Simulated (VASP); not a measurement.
Here is a VASP 6.6.1 calculation.

INCAR

```
SYSTEM = Sn
ALGO = Normal
EDIFF = 1E-6
ENCUT = 500
GGA = PS
GGA_COMPAT = .False.
ISIF = 2
ISMEAR = 1
LASPH = .True.
LCHARG = .True.
LELF = .True.
LREAL = .False.
LVHAR = .True.
LWAVE = .False.
NBANDS = 21
NELM = 120
PREC = Accurate
SIGMA = 0.01
```

File KPOINTS:

```
k-points
0
Gamma
  3 3 3
  0 0 0
```

POSCAR

```
Sn
1.0
    4.5726370000      0.0000000000      0.0000000000
    2.2863185000      3.9600198043      0.0000000000
    2.2863185000      1.3200066014      3.7335424763
Sn
2
Direct
    0.0000000000      0.0000000000      0.0000000000
    0.2500000000      0.2500000000      0.2500000000
```

Potentials or basis: VASP PAW PBE potentials, release 64 (Sn_d).

Launch:

```bash
$ cat potpaw_PBE.64/Sn_d/POTCAR > POTCAR
$ mpirun -np 1 vasp_std > vasp.out
```

(1) Predict the pressure.

(2) Estimate the band gap on the k mesh.

Results:

(1) 3.1 GPa.

(2) zero (filled and empty bands touch).

Caveat: the k points lie up to 0.56 Å⁻¹ apart; the PAW data sets were made with another functional, which shifts forces and pressure a little; spin-orbit coupling is left out, which moves the levels of the heavy elements.
